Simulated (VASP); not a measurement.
Here is a VASP 6.6.1 calculation.

File POSCAR:

```
Nb
1.0
    2.7196400000      0.0000000000      0.0000000000
    0.0000000000      2.7196400000      0.0000000000
    0.0000000000      0.0000000000      2.7196400000
Nb
1
Direct
    0.5000000000      0.5000000000      0.5000000000
```

INCAR.step1

```
SYSTEM = Nb
PREC     = Accurate       ! precision mode
ENCUT    = 520            ! plane-wave cutoff, eV
EDIFF    = 1E-5           ! SCF threshold, eV
ISMEAR   = 1              ! smearing method
SIGMA    = 0.1            ! smearing width, eV
LREAL    = .False.        ! projectors in reciprocal space
LASPH    = .True.         ! aspherical terms in the spheres
NELM     = 60             ! most SCF steps
ALGO     = Normal         ! electronic algorithm
ISIF     = 2              ! what is computed and relaxed
LWAVE    = .True.         ! write WAVECAR
LCHARG   = .False.        ! write CHGCAR
NBANDS   = 12             ! bands
GGA      = PE             ! functional
```

File INCAR.step2:

```
SYSTEM = Nb
PREC     = Accurate       ! precision mode
ENCUT    = 520            ! plane-wave cutoff, eV
EDIFF    = 1E-6           ! SCF threshold, eV
ISMEAR   = 1              ! smearing method
SIGMA    = 0.1            ! smearing width, eV
LREAL    = .False.        ! projectors in reciprocal space
LASPH    = .True.         ! aspherical terms in the spheres
NELM     = 60             ! most SCF steps
ALGO     = Normal         ! electronic algorithm
ISIF     = 2              ! what is computed and relaxed
LWAVE    = .False.        ! write WAVECAR
LCHARG   = .False.        ! write CHGCAR
GGA      = PE             ! functional
LHFCALC  = .True.         ! exact exchange
HFSCREEN = 0.2079         ! screening, 1/A
PRECFOCK = Normal       
NBANDS   = 12             ! bands
ISTART   = 1
```

KPOINTS

```
regular mesh
0
Gamma
  5 5 5
  0 0 0
```

Potentials or basis: VASP PAW PBE potentials, release 64 (Nb_sv).

Run with:

```sh
$ cat potpaw_PBE.64/Nb_sv/POTCAR > POTCAR
$ cp INCAR.step1 INCAR
$ mpirun -np 1 vasp_std > vasp.out
$ cp INCAR.step2 INCAR
$ mpirun -np 1 vasp_std > vasp.out
```

Task: Estimate the band gap on the k mesh.

Result: Zero (an odd number of electrons rules out a gap without spin polarisation).

Task: Estimate the pressure.

Result: 6.0 GPa.

Caveat: the k points lie up to 0.46 Å⁻¹ apart, too coarse for converged energies and pressures of a metal; the PAW data sets were made with another functional, which shifts forces and pressure a little.
